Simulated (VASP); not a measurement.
Crystal: Hf.

```xyz
1
Lattice="-1.8050 1.8050 1.8050 1.8050 -1.8050 1.8050 1.8050 1.8050 -1.8050" Properties=species:S:1:pos:R:3 pbc="T T T"
Hf    0.0000    0.0000    0.0000
```

```yaml
Program: VASP 6.6.1
Task: relaxation of cell and atoms
Functional: RPBE
Dispersion: D3(BJ)
Potentials_or_basis: VASP PAW PBE potentials, release 64 (Hf_pv)
Cutoff: 600 eV
k_mesh: 10 × 10 × 10
Occupations: fermi-dirac, width 0.05 eV
Spin: no spin polarisation
```

At the start: pressure -28.9 GPa; volume 23.52 Å³/atom.

Q: Where does the relaxation end?

A: Over 5 steps the energy falls by 681.1 meV/atom and the volume is 17.29 Å³/atom (-26.5 %); space group Im-3m (No. 229, to 0.05 Å).

Step by step:
| step | energy change (eV) | largest force (eV/Å) | pressure (GPa) | volume (Å³) |
| --- | --- | --- | --- | --- |
| 1 | 0.0000 | 0.0000 | -28.90 | 23.52 |
| 2 | 0.7119 | 0.0000 | 109.69 | 11.83 |
| 3 | -0.6748 | 0.0000 | -4.11 | 17.77 |
| 4 | -0.6806 | 0.0000 | -1.11 | 17.42 |
| 5 | -0.6811 | 0.0000 | -0.04 | 17.29 |

Final structure:
```
CELL_PARAMETERS angstrom
-1.62896 1.62896 1.62896
1.62896 -1.62896 1.62896
1.62896 1.62896 -1.62896
ATOMIC_POSITIONS crystal
Hf 0.00000 0.00000 0.00000
```

Caveat: the volume moved by over 15 % at a fixed basis, so the end points are rough; the PAW data sets were made with another functional, which shifts forces and pressure a little; the volume moved by -26 % from the deposited cell, more than functionals usually miss; pairwise dispersion overbinds metals, which lowers pressure and volume.
